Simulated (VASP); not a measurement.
Here is a VASP 6.6.1 calculation.

POSCAR

```
Sn
1.0
   -1.8946518200      1.8946518200      1.8946518200
    1.8946518200     -1.8946518200      1.8946518200
    1.8946518200      1.8946518200     -1.8946518200
Sn
1
Direct
    0.0000000000      0.0000000000      0.0000000000
```

The input INCAR.step1:

```
PREC = Accurate ; ENCUT = 520
ISMEAR = 0 ; SIGMA = 0.2
LREAL = F ; LASPH = T
NELM = 60 ; NBANDS = 13
GGA = PE ; ALGO = Normal
EDIFF = 1E-4 ; LWAVE = T
LCHARG = F
```

INCAR.step2

```
PREC = Accurate ; ENCUT = 520
EDIFF = 1E-6 ; ISMEAR = 0
SIGMA = 0.2 ; LREAL = F
LASPH = T ; NELM = 60
ALGO = Normal ; ISIF = 2
LWAVE = F ; LCHARG = F
METAGGA = R2SCAN ; LMIXTAU = T
NBANDS = 13 ; ISTART = 1
```

The input KPOINTS:

```
Automatic mesh
0
Gamma
  12 12 12
```

Potentials or basis: VASP PAW PBE potentials, release 64 (Sn_d).

Run with:

```console
$ cat potpaw_PBE.64/Sn_d/POTCAR > POTCAR
$ cp INCAR.step1 INCAR
$ mpirun -np 1 vasp_std > vasp.out
$ cp INCAR.step2 INCAR
$ mpirun -np 1 vasp_std > vasp.out
```

(1) Estimate the band gap on the k mesh.

(2) Predict the pressure.

Answers

(1) zero (band 7 reaches 16.45 eV, above the bottom of band 8 at 5.41 eV).

(2) -0.7 GPa.

Caveat: the PAW data sets were made with another functional, which shifts forces and pressure a little; spin-orbit coupling is left out, which moves the levels of the heavy elements.
